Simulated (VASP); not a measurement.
# CaSe (I4/mmm) in VASP: a series of runs

CaSe is run at these levels: LDA; tasks: single point.

All numbers are computed with VASP 6.6.1; they aren't measurements. Logs are shortened: lines on timing, memory, paths and dates and some standing lists are left out, and cuts for length are marked.

### Step 1. The cell of the first run

It takes space group I4/mmm (No. 139, tetragonal). The conventional cell has a = 4.298 Å, b = 4.298 Å, c = 5.592 Å, α = 90.00°, β = 90.00°, γ = 90.00°. Within 3.7 Å of Ca (site symmetry 4/mmm) lie 6 Se at 2.80 to 3.04 Å. Within 3.7 Å of Se (site symmetry 4/mmm) lie 6 Ca at 2.80 to 3.04 Å.

### Step 2. Single point, LDA

Contents of INCAR:

```
SYSTEM = CaSe
ALGO = Normal ; EDIFF = 1E-6
ENCUT = 520 ; GGA = CA
ISIF = 2 ; ISMEAR = 0
LASPH = .True. ; LCHARG = .True.
LELF = .True. ; LREAL = .False.
LVHAR = .True. ; LWAVE = .False.
NBANDS = 15 ; NELM = 60
PREC = Accurate ; SIGMA = 0.05
```

Contents of KPOINTS:

```
k-points
0
Gamma
  10 10 10
  0 0 0
```

Contents of POSCAR:

```
CaSe
1.0
    0.0000000000      3.0393110843      2.7961661976
    3.0393110843      0.0000000000      2.7961661976
    3.0393110843      3.0393110843      0.0000000000
Ca Se
1 1
Direct
    0.0000000000      0.0000000000      0.0000000000
    0.5000000000      0.5000000000      0.5000000000
```

Potentials or basis: VASP PAW LDA potentials, release 64 (Ca_sv, Se).

The run is started by

```console
cat potpaw_LDA.64/Ca_sv/POTCAR potpaw_LDA.64/Se/POTCAR > POTCAR
mpirun -np 1 vasp_std > vasp.out
```

OUTCAR:

```text
SYSTEM = CaSe
   EDIFF = 1E-6
   ENCUT = 520
   GGA = CA
   ISIF = 2
   ISMEAR = 0
   LASPH = .True.
   LREAL = .False.
   NELM = 60
   PREC = Accurate

 ion  position               nearest neighbor table
   1  0.000  0.000  0.000-   2 2.80   2 2.80
   2  0.500  0.500  0.500-   1 2.80   1 2.80

  LATTYP: Found a body centered tetragonal cell.
 ALAT       =     4.2982349557
 C/A-ratio  =     1.3010764774

  Lattice vectors:

 A1 = (   0.0000000000,  -3.0393110843,  -2.7961661976)
 A2 = (   0.0000000000,   3.0393110843,  -2.7961661976)
 A3 = (   3.0393110843,   0.0000000000,   2.7961661976)

Analysis of symmetry for initial positions (statically):
=====================================================================
 Subroutine PRICEL returns:
 Original cell was already a primitive cell.

 Routine SETGRP: Setting up the symmetry group for a
 body centered tetragonal supercell.

 Subroutine GETGRP returns: Found 16 space group operations
 (whereof 16 operations were pure point group operations)
 out of a pool of 16 trial point group operations.

The static configuration has the point symmetry D_4h.

Analysis of symmetry for dynamics (positions and initial velocities):
=====================================================================
 Subroutine PRICEL returns:
 Original cell was already a primitive cell.

 Routine SETGRP: Setting up the symmetry group for a
 body centered tetragonal supercell.

 Subroutine GETGRP returns: Found 16 space group operations
 (whereof 16 operations were pure point group operations)
 out of a pool of 16 trial point group operations.

The dynamic configuration has the point symmetry D_4h.

 Subroutine INISYM returns: Found 16 space group operations
 (whereof 16 operations are pure point group operations),
 and found     1 'primitive' translations

----------------------------------------------------------------------------------------

                                     Primitive cell

  volume of cell :      51.6587

  direct lattice vectors                    reciprocal lattice vectors
     0.000000000  3.039311084  2.796166198    -0.164510965  0.164510965  0.178816267
     3.039311084  0.000000000  2.796166198     0.164510965 -0.164510965  0.178816267
     3.039311084  3.039311084  0.000000000     0.164510965  0.164510965 -0.178816267

  length of vectors
     4.129885867  4.129885867  4.298234956     0.293433080  0.293433080  0.293433080

  position of ions in fractional coordinates (direct lattice)
     0.000000000  0.000000000  0.000000000
     0.500000000  0.500000000  0.500000000

  ion indices of the primitive-cell ions
   primitive index   ion index
                 1           1
                 2           2

----------------------------------------------------------------------------------------

 KPOINTS: k-points

Automatic generation of k-mesh.
 Grid dimensions read from file:
 generate k-points for:   10   10   10

 Generating k-lattice:

  Cartesian coordinates                     Fractional coordinates (reciprocal lattice)
    -0.016451097  0.016451097  0.017881627     0.100000000  0.000000000  0.000000000
     0.016451097 -0.016451097  0.017881627     0.000000000  0.100000000  0.000000000
     0.016451097  0.016451097 -0.017881627     0.000000000  0.000000000  0.100000000

  Length of vectors
     0.029343308  0.029343308  0.029343308

  Shift w.r.t. Gamma in fractional coordinates (k-lattice)
     0.000000000  0.000000000  0.000000000

 Subroutine IBZKPT returns following result:
 ===========================================

 Found    102 irreducible k-points:

 Following reciprocal coordinates:
            Coordinates               Weight
  0.000000  0.000000  0.000000      1.000000
  0.100000 -0.000000  0.000000      8.000000
  0.200000 -0.000000  0.000000      8.000000
  0.300000  0.000000  0.000000      8.000000
  0.400000  0.000000  0.000000      8.000000
  0.500000  0.000000  0.000000      4.000000
[... 16 lines left out ...]
  0.300000  0.300000  0.000000      2.000000
  0.400000  0.300000  0.000000      8.000000
 [... further k-points ...]
   k-points           NKPTS =    102   k-points in BZ     NKDIM =    102   number of bands    NBANDS=     15
   number of dos      NEDOS =    301   number of ions     NIONS =      2
   total plane-waves  NPLWV =  32768
   dimension x,y,z NGX =    32 NGY =   32 NGZ =   32
   dimension x,y,z NGXF=    64 NGYF=   64 NGZF=   64
   ions per type =               1   1
   NGX,Y,Z   is equivalent  to a cutoff of  12.88, 12.88, 12.38 a.u.
   NGXF,Y,Z  is equivalent  to a cutoff of  25.76, 25.76, 24.75 a.u.
 SYSTEM =  CaSe
   PREC   = accura    normal or accurate (medium, high low for compatibility)
   ISTART =      0    job   : 0-new  1-cont  2-samecut
   ICHARG =      2    charge: 1-file 2-atom 10-const
   ISPIN  =      1    spin polarized calculation?
   LNONCOLLINEAR =      F non collinear calculations
   LSORBIT =      F    spin-orbit coupling
   LASPH  =      T    aspherical Exc in radial PAW
   ENCUT  =  520.0 eV  38.22 Ry    6.18 a.u.   7.68  7.68  7.99*2*pi/ulx,y,z
   NELM   =     60;   NELMIN=  2; NELMDL= -5     # of ELM steps
   EDIFF  = 0.1E-05   stopping-criterion for ELM
   LREAL  =      F    real-space projection
   EDIFFG = 0.1E-04   stopping-criterion for IOM
   NSW    =      0    number of steps for IOM
   IBRION =     -1    ionic relax: 0-MD 1-quasi-New 2-CG
   NFREE  =      0    steps in history (QN), initial steepest desc. (CG)
   ISIF   =      2    stress and relaxation
   ISYM   =      2    0-nonsym 1-usesym 2-fastsym
   POTIM  = 0.5000    time-step for ionic-motion
   TEBEG  =    0.0;   TEEND  =   0.0 temperature during run
   PSTRESS=    0.0 pullay stress
   NELECT =      16.0000    total number of electrons
   NUPDOWN=      -1.0000    fix difference up-down
   EMIN   =  10.00;   EMAX   =-10.00  energy-range for DOS
   EFERMI =   0.00;   METHOD = LEGACY
   ISMEAR =     0;   SIGMA  =   0.05  broadening in eV -4-tet -1-fermi 0-gaus
   EFERMI_NEDOS =   21; number of points for ismear=-14 and -15
   IALGO  =     38    algorithm
   IMIX   =      4    mixing-type and parameters
     AMIX     =   0.40;   BMIX     =  1.00
     AMIX_MAG =   1.60;   BMIX_MAG =  1.00
  volume/ion in A,a.u.               =      25.83       174.30
  Fermi-wavevector in a.u.,A,eV,Ry     =   1.107645  2.093145 16.692666  1.226876
  Thomas-Fermi vector in A             =   2.244161
   LORBIT       =      0    0 simple, 1 ext, 2 COOP (PROOUT), +10 PAW based schemes
   GGA     = CA    functional components
   LHFCALC =     F    Hartree Fock is set to
   AEXX    =    0.0000 exact exchange contribution
   IVDW    =     0    specifies the selected vdW correction
   LEPSILON=     F    determine dielectric tensor
   LRPA    =     F    only Hartree local field effects (RPA)
 non-spin polarized calculation
 Gauss-broadening in eV      SIGMA  =   0.05
  energy-cutoff  :      520.00
  volume of cell :       51.66
 maximum number of plane-waves:      1412
   NGX = 15   NGY = 15   NGZ = 15

 number of electron      15.9999999 magnetization

 Free energy of the ion-electron system (eV)
  ---------------------------------------------------
  ext. energy  EPLUGINS =         0.00000000
  ---------------------------------------------------
  free energy    TOTEN  =       -10.48589031 eV

  energy without entropy =      -10.48589031  energy(sigma->0) =      -10.48589031

 E-fermi :   2.6679     XC(G=0):  -9.4931

 val. band max:        2.3940824857   @ k =   0.0000   0.0000   0.0000
 cond. band min:       4.1810316585   @ k =   0.5000   0.5000   0.0000
 fundamental gap:      1.7869491727
 Fermi energy:         2.6679401996

 k-point     1 :       0.0000    0.0000    0.0000
  band No.  band energies     occupation
      1     -36.8821      2.00000
      2     -18.1803      2.00000
      3     -18.1803      2.00000
      4     -18.1781      2.00000
      5      -9.5030      2.00000
      6       2.3434      2.00000
      7       2.3434      2.00000
      8       2.3941      2.00000
      9       5.2297      0.00000
     10       5.7434      0.00000
     11       5.7434      0.00000
     12       6.2831      0.00000
     13       6.3635      0.00000
     14       6.9732      0.00000
     15      11.9779      0.00000

 k-point     2 :       0.1000   -0.0000    0.0000
  band No.  band energies     occupation
      1     -36.8814      2.00000
      2     -18.1920      2.00000
      3     -18.1818      2.00000
      4     -18.1791      2.00000
      5      -9.4396      2.00000
      6       1.8015      2.00000
      7       2.1678      2.00000
      8       2.2064      2.00000
      9       5.5867      0.00000
     10       5.9112      0.00000
     11       5.9869      0.00000
     12       6.3814      0.00000
     13       6.6216      0.00000
     14       7.3153      0.00000
     15      12.1224      0.00000

 k-point     3 :       0.2000   -0.0000    0.0000
  band No.  band energies     occupation
      1     -36.8794      2.00000
      2     -18.2247      2.00000
      3     -18.1859      2.00000
      4     -18.1794      2.00000
      5      -9.2679      2.00000
      6       0.7895      2.00000
      7       1.7905      2.00000
      8       1.8303      2.00000
      9       5.7886      0.00000
     10       6.3106      0.00000
     11       6.5322      0.00000
     12       7.0606      0.00000
     13       7.3161      0.00000
     14       8.1859      0.00000
     15      11.8387      0.00000

 k-point     4 :       0.3000    0.0000    0.0000
  band No.  band energies     occupation
      1     -36.8771      2.00000
      2     -18.2644      2.00000
      3     -18.1909      2.00000
      4     -18.1797      2.00000
      5      -9.0424      2.00000
      6      -0.1369      2.00000
      7       1.4216      2.00000
      8       1.4567      2.00000
      9       6.0162      0.00000
     10       6.8686      0.00000
     11       6.9818      0.00000
     12       7.9807      0.00000
     13       8.1924      0.00000
     14       8.9873      0.00000
     15      11.4132      0.00000
[... 307 lines left out ...]
 k-point    22 :      -0.2000    0.2000    0.0000
  band No.  band energies     occupation
      1     -36.8765      2.00000
      2     -18.2401      2.00000
      3     -18.2075      2.00000
      4     -18.1903      2.00000
      5      -9.0773      2.00000
      6       0.0642      2.00000
      7       1.3439      2.00000
      8       1.3727      2.00000
      9       6.3911      0.00000
     10       6.5202      0.00000
     11       7.4513      0.00000
     12       7.5909      0.00000
     13       8.1905      0.00000
     14       8.8820      0.00000
     15      11.2403      0.00000

 k-point    23 :       0.3000    0.3000    0.0000
  band No.  band energies     occupation
      1     -36.8742      2.00000
      2     -18.2549      2.00000
      3     -18.2100      2.00000
      4     -18.2100      2.00000
      5      -8.9447      2.00000
      6      -0.1195      2.00000
      7       1.4129      2.00000
      8       1.4129      2.00000
      9       4.7375      0.00000
     10       6.6392      0.00000
     11       7.0228      0.00000
     12       8.1059      0.00000
     13       8.1059      0.00000
     14      10.5010      0.00000
     15      11.9880      0.00000

 k-point    24 :       0.4000    0.3000    0.0000
  band No.  band energies     occupation
      1     -36.8725      2.00000
      2     -18.2672      2.00000
      3     -18.2152      2.00000
      4     -18.2149      2.00000
      5      -8.8795      2.00000
      6      -0.1925      2.00000
      7       1.1603      2.00000
      8       1.2854      2.00000
      9       4.7329      0.00000
     10       7.1599      0.00000
     11       7.3154      0.00000
     12       8.1997      0.00000
     13       8.2268      0.00000
     14       9.5209      0.00000
     15      11.7510      0.00000

 [... further k-points ...]

------------------------ aborting loop because EDIFF is reached ----------------------------------------

  FORCE on cell =-STRESS in cart. coord.  units (eV):
  Direction    XX          YY          ZZ          XY          YZ          ZX
  --------------------------------------------------------------------------------------
  -------------------------------------------------------------------------------------
  Total       -1.5511011     -1.5511011      1.1915060      0.0000000     -0.0000000      0.0000000
  in kB      -48.1069027    -48.1069027     36.9541759      0.0000000     -0.0000000      0.0000000
  external PRESSURE =     -19.7532099 kB  Pullay stress =       0.0000000 kB

 VOLUME and BASIS-vectors are now :
 -----------------------------------------------------------------------------
  energy-cutoff  :      520.00
  volume of cell :       51.66
      direct lattice vectors                 reciprocal lattice vectors
     0.000000000  3.039311084  2.796166198    -0.164510965  0.164510965  0.178816267
     3.039311084  0.000000000  2.796166198     0.164510965 -0.164510965  0.178816267
     3.039311084  3.039311084  0.000000000     0.164510965  0.164510965 -0.178816267

 POSITION                                       TOTAL-FORCE (eV/Angst)
 -----------------------------------------------------------------------------------
      0.00000      0.00000      0.00000         0.000000     -0.000000      0.000000
      3.03931      3.03931      2.79617        -0.000000      0.000000      0.000000
 -----------------------------------------------------------------------------------
    total drift:                                0.000000     -0.000000     -0.000000

  FREE ENERGIE OF THE ION-ELECTRON SYSTEM (eV)
  ---------------------------------------------------
  free  energy   TOTEN  =       -10.4858903061 eV

  energy  without entropy=      -10.4858903061  energy(sigma->0) =      -10.48589031
```

Run time: 20 s. Hardware: 1 thread of Intel Xeon 6975P-C (Granite Rapids), shared host; peak memory 0.21 GiB.

Results:

```yaml
Free_energy: -10.4859 eV
Pressure: -2.0 GPa
Band_gap_on_the_k_mesh: 1.79 eV (least direct gap 2.65 eV)
```

Stress tensor (GPa, compression positive):
```
-4.81  0.00  0.00
 0.00 -4.81  0.00
 0.00  0.00  3.70
```

Caveat: the stress differs along the axes, from -5 to 4 GPa. A k mesh can miss the band edges.

### Step 3. Single point, LDA

This run uses another cell than the first one, of the same volume but with other edges.

Contents of INCAR:

```
PREC = Accurate
ENCUT = 520
EDIFF = 1E-7
ISMEAR = 0
SIGMA = 0.05
LREAL = F
LASPH = T
NELM = 80
ALGO = Normal
ISIF = 2
LWAVE = F
LCHARG = F
NBANDS = 15
```

Contents of KPOINTS:

```
regular mesh
0
Gamma
  10 10 10
```

Contents of POSCAR:

```
CaSe
1.0
    0.0000000000      2.8635638290      3.1499202119
    2.8635638290      0.0000000000      3.1499202119
    2.8635638290      2.8635638290      0.0000000000
Ca Se
1 1
Direct
    0.0000000000      0.0000000000      0.0000000000
    0.5000000000      0.5000000000      0.5000000000
```

Potentials or basis: VASP PAW LDA potentials, release 64 (Ca_sv, Se).

The run is started by

```console
cat potpaw_LDA.64/Ca_sv/POTCAR potpaw_LDA.64/Se/POTCAR > POTCAR
mpirun -np 1 vasp_std > vasp.out
```

It took 24 s on 1 thread of Intel Xeon 6975P-C (Granite Rapids), shared host; peak memory 0.21 GiB.

The run converged. Its results:

```yaml
Free_energy: -10.4832 eV
Pressure: -1.8 GPa
Band_gap_on_the_k_mesh: 1.85 eV (least direct gap 2.60 eV)
```

Stress tensor (GPa, compression positive):
```
 0.46  0.00  0.00
 0.00  0.46  0.00
 0.00  0.00 -6.46
```

Levels at points of the mesh, in eV from the valence-band top:
| k point | band 4 | band 5 | band 6 | band 7 | band 8 | band 9 | band 10 | band 11 | band 12 | band 13 |
| --- | --- | --- | --- | --- | --- | --- | --- | --- | --- | --- |
| (0.00, 0.00, 0.00) | -20.54 | -11.89 | -0.06 | 0.00 | 0.00 | 2.77 | 3.13 | 3.76 | 3.76 | 4.31 |
| (0.50, 0.00, 0.00) | -20.54 | -11.15 | -3.38 | -1.31 | -1.26 | 4.30 | 5.29 | 5.35 | 5.49 | 6.87 |
| (0.50, 0.50, 0.00) | -20.57 | -11.39 | -2.73 | -0.73 | -0.73 | 1.87 | 4.82 | 5.03 | 5.83 | 5.87 |
| (0.50, 0.00, 0.50) | -20.59 | -11.27 | -2.46 | -1.18 | -0.94 | 1.85 | 4.57 | 5.25 | 5.63 | 6.03 |

Caveat: the stress differs along the axes, from -6 to 0 GPa. A k mesh can miss the band edges.
